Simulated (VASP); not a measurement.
# SiC (F-43m) in VASP: a series of runs, part 2 of 2

VASP 6.6.1.

**4. Single point, r2SCAN**

This run uses another cell than the first one, of 10.75 Å³/atom.

POSCAR

```
SiC
1.0
    0.0000000000      2.2069843000      2.2069843000
    2.2069843000      0.0000000000      2.2069843000
    2.2069843000      2.2069843000      0.0000000000
Si C
1 1
Direct
    0.0000000000      0.0000000000      0.0000000000
    0.2500000000      0.2500000000      0.2500000000
```

INCAR.step1

```
SYSTEM = SiC
PREC = Accurate ; ENCUT = 520
ISMEAR = -1 ; SIGMA = 0.02
LREAL = .False. ; LASPH = .True.
NELM = 100 ; NBANDS = 11
GGA = PE ; ALGO = Normal
EDIFF = 1E-4 ; LWAVE = .True.
LCHARG = .False.
```

INCAR.step2

```
SYSTEM = SiC
PREC = Accurate ; ENCUT = 520
EDIFF = 1E-7 ; ISMEAR = -1
SIGMA = 0.02 ; LREAL = .False.
LASPH = .True. ; NELM = 100
ALGO = Normal ; ISIF = 2
LWAVE = .False. ; LCHARG = .False.
METAGGA = R2SCAN ; LMIXTAU = .True.
NBANDS = 11 ; ISTART = 1
```

KPOINTS

```
Automatic mesh
0
Gamma
  12 12 12
  0 0 0
```

Potentials or basis: VASP PAW PBE potentials, release 64 (Si, C).

Command:

```
> cat potpaw_PBE.64/Si/POTCAR potpaw_PBE.64/C/POTCAR > POTCAR
> cp INCAR.step1 INCAR
> mpirun -np 1 vasp_std > vasp.out
> cp INCAR.step2 INCAR
> mpirun -np 1 vasp_std > vasp.out
```

OUTCAR:

```text
SYSTEM = SiC
   PREC = Accurate
   ENCUT = 520
   EDIFF = 1E-7
   ISMEAR = -1
   LREAL = .False.
   LASPH = .True.
   NELM = 100
   ISIF = 2
   METAGGA = R2SCAN
   ISTART = 1

 ion  position               nearest neighbor table
   1  0.000  0.000  0.000-   2 1.91   2 1.91   2 1.91   2 1.91
   2  0.250  0.250  0.250-   1 1.91   1 1.91   1 1.91   1 1.91

  LATTYP: Found a face centered cubic cell.
 ALAT       =     4.4139686000

  Lattice vectors:

 A1 = (   0.0000000000,   2.2069843000,   2.2069843000)
 A2 = (   2.2069843000,   0.0000000000,   2.2069843000)
 A3 = (   2.2069843000,   2.2069843000,   0.0000000000)

Analysis of symmetry for initial positions (statically):
=====================================================================
 Subroutine PRICEL returns:
 Original cell was already a primitive cell.

 Routine SETGRP: Setting up the symmetry group for a
 face centered cubic supercell.

 Subroutine GETGRP returns: Found 24 space group operations
 (whereof 24 operations were pure point group operations)
 out of a pool of 48 trial point group operations.

[... 171 lines left out ...]
      2       7.5606      2.00000
      3       7.5606      2.00000
      4       7.5606      2.00000
      5      13.9144      0.00000
      6      15.1287      0.00000
      7      15.1287      0.00000
      8      15.1287      0.00000
      9      22.5364      0.00000
     10      22.5364      0.00000
     11      24.7016      0.00000
[... 309 lines left out ...]
 k-point    24 :      -0.4167    0.1667    0.0000
  band No.  band energies     occupation
      1      -4.5076      2.00000
      2      -0.5373      2.00000
      3       4.4066      2.00000
      4       5.9998      2.00000
      5      13.0837      0.00000
      6      15.6228      0.00000
      7      16.4917      0.00000
      8      19.2648      0.00000
      9      22.8585      0.00000
     10      23.5505      0.00000
     11      26.4192      0.00000

 [... further k-points ...]

------------------------ aborting loop because EDIFF is reached ----------------------------------------

  FORCE on cell =-STRESS in cart. coord.  units (eV):
  Direction    XX          YY          ZZ          XY          YZ          ZX
  --------------------------------------------------------------------------------------
  -------------------------------------------------------------------------------------
  Total       -1.1338627     -1.1338627     -1.1338627     -0.0000000     -0.0000000     -0.0000000
  in kB      -84.4973993    -84.4973993    -84.4973993     -0.0000000     -0.0000000     -0.0000000
  external PRESSURE =     -84.4973993 kB  Pullay stress =       0.0000000 kB

 VOLUME and BASIS-vectors are now :
 -----------------------------------------------------------------------------
  energy-cutoff  :      520.00
  volume of cell :       21.50
      direct lattice vectors                 reciprocal lattice vectors
     0.000000000  2.206984300  2.206984300    -0.226553492  0.226553492  0.226553492
     2.206984300  0.000000000  2.206984300     0.226553492 -0.226553492  0.226553492
     2.206984300  2.206984300  0.000000000     0.226553492  0.226553492 -0.226553492

 POSITION                                       TOTAL-FORCE (eV/Angst)
 -----------------------------------------------------------------------------------
      0.00000      0.00000      0.00000        -0.000000     -0.000000      0.000000
      1.10349      1.10349      1.10349         0.000000      0.000000     -0.000000
 -----------------------------------------------------------------------------------
    total drift:                               -0.000000     -0.000000     -0.000000

  FREE ENERGIE OF THE ION-ELECTRON SYSTEM (eV)
  ---------------------------------------------------
  free  energy   TOTEN  =       -19.3042537035 eV

  energy  without entropy=      -19.3042537035  energy(sigma->0) =      -19.30425370
```

OUTCAR.step1:

```text
SYSTEM = SiC
   PREC = Accurate
   ENCUT = 520
   ISMEAR = -1
   LREAL = .False.
   LASPH = .True.
[... 556 lines left out ...]
      0.00000      0.00000      0.00000        -0.000000     -0.000000     -0.000000
      1.10349      1.10349      1.10349         0.000000      0.000000      0.000000
 -----------------------------------------------------------------------------------
    total drift:                                0.000000      0.000000      0.000000

  FREE ENERGIE OF THE ION-ELECTRON SYSTEM (eV)
  ---------------------------------------------------
  free  energy   TOTEN  =       -15.0534683028 eV

  energy  without entropy=      -15.0534683028  energy(sigma->0) =      -15.05346830
```

OSZICAR.step1:

```text
N       E                     dE             d eps       ncg     rms          rms(c)
DAV:   1     0.401477000457E+01    0.40148E+01   -0.37549E+03  1632   0.598E+02
DAV:   2    -0.160906897973E+02   -0.20105E+02   -0.19061E+02  2014   0.109E+02
DAV:   3    -0.168014797591E+02   -0.71079E+00   -0.70917E+00  1961   0.171E+01
DAV:   4    -0.168043786576E+02   -0.28989E-02   -0.28987E-02  1818   0.137E+00
DAV:   5    -0.168043921605E+02   -0.13503E-04   -0.13503E-04  1959   0.873E-02    0.842E+00
DAV:   6    -0.150989120113E+02    0.17055E+01   -0.64299E+00  1764   0.111E+01    0.370E+00
DAV:   7    -0.150606581202E+02    0.38254E-01   -0.33879E-01  1890   0.336E+00    0.172E+00
DAV:   8    -0.150532487664E+02    0.74094E-02   -0.19597E-02  1785   0.931E-01    0.172E-01
DAV:   9    -0.150533489409E+02   -0.10017E-03   -0.17256E-03  1999   0.233E-01    0.112E-01
DAV:  10    -0.150534660339E+02   -0.11709E-03   -0.25875E-04  1727   0.964E-02    0.261E-02
DAV:  11    -0.150534683028E+02   -0.22689E-05   -0.45545E-05   972   0.349E-02
   1 F= -.15053468E+02 E0= -.15053468E+02  d E =-.416212E-11
```

Run time: 33 s. Hardware: 1 thread of Intel Xeon Platinum 8559C (Emerald Rapids), shared host; peak memory 0.14 GiB.

What came out:

```
Free energy            : -19.3043 eV
Pressure               : -8.4 GPa
Band gap on the k mesh : 1.75 eV (least direct gap 5.01 eV)
```

Levels at points of the mesh, in eV from the valence-band top:
```csv
k point,band 2,band 3,band 4,band 5,band 6,band 7
"(0.00, 0.00, 0.00)",0.00,0.00,0.00,6.35,7.57,7.57
"(0.50, 0.00, 0.00)",-8.61,-1.10,-1.10,5.62,7.58,7.58
"(0.50, 0.50, 0.00)",-7.93,-3.26,-3.26,1.75,4.67,14.65
```

Caveat: the cell stands under tension; the PAW data sets were made with another functional, which shifts forces and pressure a little.

**5. Single point, r2SCAN**

This run uses another cell than the first one, of 10.96 Å³/atom.

POSCAR

```
SiC
1.0
    0.0000000000      2.2210419100      2.2210419100
    2.2210419100      0.0000000000      2.2210419100
    2.2210419100      2.2210419100      0.0000000000
Si C
1 1
Direct
    0.0000000000      0.0000000000      0.0000000000
    0.2500000000      0.2500000000      0.2500000000
```

INCAR.step1

```
PREC = Accurate
ENCUT = 520
ISMEAR = -1
SIGMA = 0.02
LREAL = F
LASPH = T
NELM = 80
NBANDS = 11
GGA = PE
ALGO = Normal
EDIFF = 1E-4
LWAVE = T
LCHARG = F
```

INCAR.step2

```
PREC = Accurate
ENCUT = 520
EDIFF = 1E-7
ISMEAR = -1
SIGMA = 0.02
LREAL = F
LASPH = T
NELM = 80
ALGO = Normal
ISIF = 2
LWAVE = F
LCHARG = F
METAGGA = R2SCAN
LMIXTAU = T
NBANDS = 11
ISTART = 1
```

KPOINTS

```
regular mesh
0
Gamma
  12 12 12
```

Command:

```
> cat potpaw_PBE.64/Si/POTCAR potpaw_PBE.64/C/POTCAR > POTCAR
> cp INCAR.step1 INCAR
> mpirun -np 1 vasp_std > vasp.out
> cp INCAR.step2 INCAR
> mpirun -np 1 vasp_std > vasp.out
```

Wall time 37 s (1 thread of Intel Xeon Platinum 8559C (Emerald Rapids), shared host); peak memory 0.14 GiB.

It converged, with:

```yaml
Free_energy: -19.2779 eV
Pressure: -12.0 GPa
Band_gap_on_the_k_mesh: 1.76 eV (least direct gap 4.98 eV)
```

Levels at points of the mesh, in eV from the valence-band top:
```csv
k point,band 1,band 2,band 3,band 4,band 5,band 6,band 7,band 8
"(0.00, 0.00, 0.00)",-15.73,0.00,0.00,0.00,6.12,7.43,7.43,7.43
"(0.50, 0.00, 0.00)",-12.31,-8.51,-1.09,-1.09,5.44,7.50,7.50,10.60
"(0.50, 0.50, 0.00)",-10.91,-7.88,-3.22,-3.22,1.76,4.60,14.42,14.42
```

Caveat: the cell stands under tension; the PAW data sets were made with another functional, which shifts forces and pressure a little.

**6. Summary**

```csv
cell,gap on the mesh (eV),pressure (GPa)
"a = 3.081 Å, angles 60.0°, 2 atoms",1.72,-0.2
"a = 3.101 Å, angles 60.0°, 2 atoms",1.74,-4.5
"a = 3.121 Å, angles 60.0°, 2 atoms",1.75,-8.4
"a = 3.141 Å, angles 60.0°, 2 atoms",1.76,-12.0
```

Alike in all rows: task single point; level r2SCAN; potentials or basis VASP PAW PBE potentials, release 64 (Si, C); no spin polarisation; k mesh 12 × 12 × 12; cutoff (eV) 520; smearing fermi-dirac 0.02 eV.

Caveats: the PAW data sets were made with another functional, which shifts forces and pressure a little; the cell stands under tension (at least some runs).

Total energies depend on the potentials used, so only differences within one code and one set of settings carry meaning.

**7. How close it comes**

Step 2. A measured gap of SiC is 2.4 eV (indirect; quoted in “Insight into the structural, elastic and electronic properties of a new orthorhombic 6O-SiC polytype”, 2020, pmc:7200658); the calculated 1.72 eV misses it by -0.68 eV. The value is that of r2SCAN on a finite k mesh, which can miss the band edges, without temperature or zero-point motion.
